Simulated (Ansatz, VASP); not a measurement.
**One calculation of Si, two programs**

```
CELL_PARAMETERS angstrom
0.00000 2.67500 2.67500
2.67500 0.00000 2.67500
2.67500 2.67500 0.00000
ATOMIC_POSITIONS crystal
Si 0.00000 0.00000 0.00000
Si 0.25000 0.25000 0.25000
```

Alike in both runs: task single point; functional PBE; k mesh 8 × 8 × 8; no spin polarisation.

|  | VASP | Ansatz |
| --- | --- | --- |
| version | VASP 6.6.1 | Ansatz 0.2.0 |
| potentials or method | VASP PAW PBE potentials, release 64 (Si) | scalar-relativistic, plane waves, PAW |
| plane-wave cutoff (eV) | 500 | 420 |
| occupations | gaussian, width 0.01 eV | fixed |
| valence electrons in the cell | 8 | 8 |

```csv
,VASP,Ansatz,Ansatz less VASP
gap on the k mesh at the Fermi level (eV),0.54,0.54,-0.002
least direct gap on the mesh (eV),2.58,2.58,-0.005
```
